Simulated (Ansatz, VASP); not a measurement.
## One calculation of HfN, two programs

```xyz
2
Lattice="0.0000 2.2510 2.2510 2.2510 0.0000 2.2510 2.2510 2.2510 0.0000" Properties=species:S:1:pos:R:3 pbc="T T T"
Hf    0.0000    0.0000    0.0000
N     2.2510    2.2510    2.2510
```

Alike in both runs: task single point; functional PBEsol; k mesh 14 × 14 × 14; occupations fermi-dirac, width 0.08 eV; no spin polarisation.

|  | VASP | Ansatz |
| --- | --- | --- |
| version | VASP 6.6.1 | Ansatz 0.2.0 |
| potentials or method | VASP PAW PBE potentials, release 64 (Hf_pv, N) | PAW with Ansatz's default frozen-core files, scalar-relativistic |
| plane-wave cutoff (eV) | 520 | 420 |
| valence electrons in the cell | 15 | 31 |

```csv
,VASP,Ansatz,Ansatz less VASP
pressure (GPa),-2.2,0.0,+2.18
```

VASP's potentials were made for PBE, not for PBEsol. VASP's potentials hold 15 valence electrons a cell and Ansatz's 31, so a difference there can come from the potentials and not from the codes. Ansatz's warnings: optics on partly filled bands.

Spin-orbit coupling is off throughout.
